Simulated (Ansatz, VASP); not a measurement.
# Sc: VASP beside Ansatz

```
Sc
1.0
     3.25917    0.00000    0.00000
    -1.62958    2.82252    0.00000
     0.00000    0.00000    5.34702
Sc
2
Direct
  0.33333 0.66667 0.25000
  0.66667 0.33333 0.75000
```

Change from the starting cell: strain -0.015 along x and y, +0.015 along z, atoms carried along.

Alike in both runs: task single point; functional PBE; k mesh 18 × 18 × 10; occupations gaussian, width 0.15 eV; no spin polarisation.

```csv
,VASP,Ansatz
version,VASP 6.6.1,Ansatz 0.2.0
potentials or method,"VASP PAW PBE potentials, release 64 (Sc_sv), cutoff 520 eV","scalar-relativistic, plane waves, PAW"
valence electrons in the cell,22,22
```

```csv
,VASP,Ansatz,Ansatz less VASP
gap on the k mesh at the Fermi level (eV),none,none,-
pressure (GPa),0.4,0.3,-0.04
"traceless stress, the component that is largest in VASP (GPa)",-2.49,-2.49,+0.001
```

A gap of «none» marks a metal or a gap that the smearing closes.
